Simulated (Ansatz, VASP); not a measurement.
In: VASP beside Ansatz

File INCAR:

```
  PREC = Accurate
  ENCUT = 520
  EDIFF = 1E-6
  ISMEAR = 0
  SIGMA = 0.15
  LREAL = F
  LASPH = T
  NELM = 100
  ALGO = Fast
  ISIF = 2
  LWAVE = F
  LCHARG = F
  NBANDS = 12
```

KPOINTS

```
regular mesh
0
Gamma
  22 22 22
```

POSCAR

```
In
1.0
   -1.5095522385      1.5095522385      2.3706000369
    1.5095522385     -1.5095522385      2.3706000369
    1.5095522385      1.5095522385     -2.3706000369
In
1
Direct
    0.0000000000      0.0000000000      0.0000000000
```

Input for Ansatz:

```yaml
crystal:
  lattice:
    - [-1.5095522385, 1.5095522385, 2.3706000369]
    - [1.5095522385, -1.5095522385, 2.3706000369]
    - [1.5095522385, 1.5095522385, -2.3706000369]
  atoms:
    - { symbol: In, position: [0.0, 0.0, 0.0] }
basis:
  ecutwfc: 420
kpoints:
  mp_grid: { grid: [22, 22, 22] }
hamiltonian:
  xc: lda
  pseudopotentials: { kind: paw }
scf:
  occupations: { method: gaussian, width: 0.15 }
output:
  forces: true
  stress: true
  eigenvalues: true
```

Alike in both runs: task single point; functional LDA; k mesh 22 × 22 × 22; occupations gaussian, width 0.15 eV; no spin polarisation.

|  | VASP | Ansatz |
| --- | --- | --- |
| version | VASP 6.6.1 | Ansatz 0.2.0 |
| potentials or method | VASP PAW LDA potentials, release 64 (In_d), cutoff 520 eV | scalar-relativistic, plane waves, PAW |
| valence electrons in the cell | 13 | 13 |

```csv
,VASP,Ansatz,Ansatz less VASP
gap on the k mesh at the Fermi level (eV),none,none,-
pressure (GPa),10.0,8.9,-1.11
"traceless stress, the component that is largest in VASP (GPa)",0.12,0.14,+0.023
```

LDA's correlation is that of Perdew and Zunger in VASP and of Perdew and Wang (1992) in Ansatz. A gap of «none» marks a metal or a gap that the smearing closes.
